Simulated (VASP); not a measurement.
The system is Sn2PbO3.

```xyz
12
Lattice="3.8600 0.0000 0.0000 0.0000 3.8600 0.0000 0.0000 0.0000 14.6000" Properties=species:S:1:pos:R:3 pbc="T T T"
Sn    1.9300    0.0000    8.5848
Sn    1.9300    0.0000   13.4466
Sn    0.0000    1.9300    1.1534
Sn    0.0000    1.9300    6.0152
Pb    0.0000    1.9300   10.8916
Pb    1.9300    0.0000    3.7084
O     1.9300    1.9300    9.7338
O     0.0000    0.0000    9.7338
O     1.9300    1.9300    0.0000
O     0.0000    0.0000    0.0000
O     0.0000    0.0000    4.8662
O     1.9300    1.9300    4.8662
```

* Program: VASP 6.6.1
* Task: relaxation of cell and atoms
* Functional: PBE
* Potentials or basis: VASP PAW PBE potentials, release 64 (Sn_d, Pb_d, O)
* Cutoff: 600 eV
* k mesh: 3 × 3 × 1
* Occupations: gaussian, width 0.15 eV
* Spin: no spin polarisation

At the start: pressure 5.4 GPa; volume 18.13 Å³/atom.

Problem. How do energy, volume and symmetry change on relaxing?

Solution. Over 12 steps the energy falls by 27.0 meV/atom and the volume is 19.72 Å³/atom (+8.8 %); space group P4/nmm (No. 129, to 0.1 Å) before and after.

Step by step:
| step | energy change (eV) | largest force (eV/Å) | pressure (GPa) | volume (Å³) |
| --- | --- | --- | --- | --- |
| 1 | 0.0000 | 1.7011 | 5.44 | 217.53 |
| 2 | -0.0823 | 1.2248 | -3.98 | 237.48 |
| 3 | -0.2719 | 0.5487 | -0.16 | 227.96 |
| 4 | -0.2719 | 0.5371 | -0.07 | 227.75 |
| 5 | -0.2941 | 0.1891 | 0.29 | 228.03 |
| 6 | -0.2956 | 0.1523 | 0.42 | 228.12 |
| 7 | -0.3020 | 0.1608 | 0.11 | 229.77 |
| 8 | -0.3044 | 0.1704 | -0.20 | 231.50 |
| 9 | -0.3096 | 0.0935 | -0.01 | 232.07 |
| 10 | -0.3143 | 0.1607 | 0.38 | 233.22 |
| 11 | -0.3185 | 0.1002 | 0.23 | 234.27 |
| 12 | -0.3235 | 0.0381 | -0.08 | 236.64 |

Final structure:
```yaml
crystal:
  lattice:
    - [3.93356, 0.00000, 0.00000]
    - [0.00000, 3.93356, 0.00000]
    - [0.00000, 0.00000, 15.29407]
  atoms:
    - { symbol: Sn, position: [0.50000, 0.00000, 0.58945] }
    - { symbol: Sn, position: [0.50000, 0.00000, 0.92537] }
    - { symbol: Sn, position: [0.00000, 0.50000, 0.07463] }
    - { symbol: Sn, position: [0.00000, 0.50000, 0.41055] }
    - { symbol: Pb, position: [0.00000, 0.50000, 0.74500] }
    - { symbol: Pb, position: [0.50000, 0.00000, 0.25500] }
    - { symbol: O, position: [0.50000, 0.50000, 0.66368] }
    - { symbol: O, position: [0.00000, 0.00000, 0.66368] }
    - { symbol: O, position: [0.50000, 0.50000, 0.00000] }
    - { symbol: O, position: [0.00000, 0.00000, 0.00000] }
    - { symbol: O, position: [0.00000, 0.00000, 0.33632] }
    - { symbol: O, position: [0.50000, 0.50000, 0.33632] }
```

Caveat: the k points lie up to 0.53 Å⁻¹ apart in the final cell; the relaxation stopped at a loose force limit of 0.08 eV/Å, so its end isn't a converged minimum.
